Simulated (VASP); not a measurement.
Set up this calculation in VASP 6.6.1, as the native input.

- Task: relaxation of cell and atoms
- Functional: PBE
- Dispersion: D3(BJ)
- Potentials or basis: VASP PAW PBE potentials, release 64 (Pt, S, Ca_sv)
- Cutoff: 600 eV
- k mesh: 6 × 6 × 6
- Occupations: gaussian, width 0.1 eV
- Spin: no spin polarisation
- Dipole correction: no
- Further INCAR settings: ALGO = Normal; EDIFF = 1e-06; IBRION = 2; EDIFFG = -0.025; NSW = 90; ISIF = 3

The structure of Ca2PtS2 lies in POSCAR:

```
Ca2PtS2
1.0
    4.7272828366      0.0000000000      0.0000000000
   -2.3636414183      4.0939470274      0.0000000000
    0.0000000000      0.0000000000      5.5802696745
Pt S Ca
1 2 2
Direct
    1.0000000000      1.0000000000      0.0000000000
    0.3333333333      0.6666666667      0.2384630688
    0.6666666667      0.3333333333      0.7615369312
    0.3333333333      0.6666666667      0.7402146910
    0.6666666667      0.3333333333      0.2597853090
```

These files were run (other wordings do the same):

INCAR

```
ALGO = Normal ; EDIFF = 1E-6
EDIFFG = -0.025 ; ENCUT = 600
GGA = PE ; IBRION = 2
ISIF = 3 ; ISMEAR = 0
IVDW = 12 ; LASPH = True
LCHARG = False ; LREAL = False
LWAVE = False ; NELM = 80
NSW = 90 ; PREC = Accurate
SIGMA = 0.1
```

KPOINTS

```
k-points
0
Gamma
  6 6 6
```

Potentials or basis: VASP PAW PBE potentials, release 64 (Pt, S, Ca_sv).

Launch:

```console
$ cat potpaw_PBE.64/Pt/POTCAR potpaw_PBE.64/S/POTCAR potpaw_PBE.64/Ca_sv/POTCAR > POTCAR
$ mpirun -np 1 vasp_std > vasp.out
```

It gave:

```yaml
Relaxed_volume: 21.67 Å³/atom
Relaxed_cell: a = 4.731 Å, b = 4.731 Å, c = 5.589 Å, α = 90.00°, β = 90.00°, γ = 120.00°
Space_group_after_relaxing_to_0.05_Å: P-3m1 (No. 164)
Energy_gained_by_relaxing: 0.0 meV/atom
Ionic_steps: 2
Pressure_after_relaxing: 0.0 GPa
Largest_force_after_relaxing: 0.010 eV/Å
Band_gap_on_the_k_mesh: zero (band 21 reaches 4.85 eV, above the bottom of band 22 at 4.76 eV)
Dispersion_energy_per_atom: -0.386 eV
```

Caveat: spin-orbit coupling is left out, which moves the levels of the heavy elements; pairwise dispersion overbinds metals, which lowers pressure and volume.

Run time: 5.1 min on 1 thread of Oxide Virtual Turin-like Processor (shared host), peak memory 0.31 GiB.
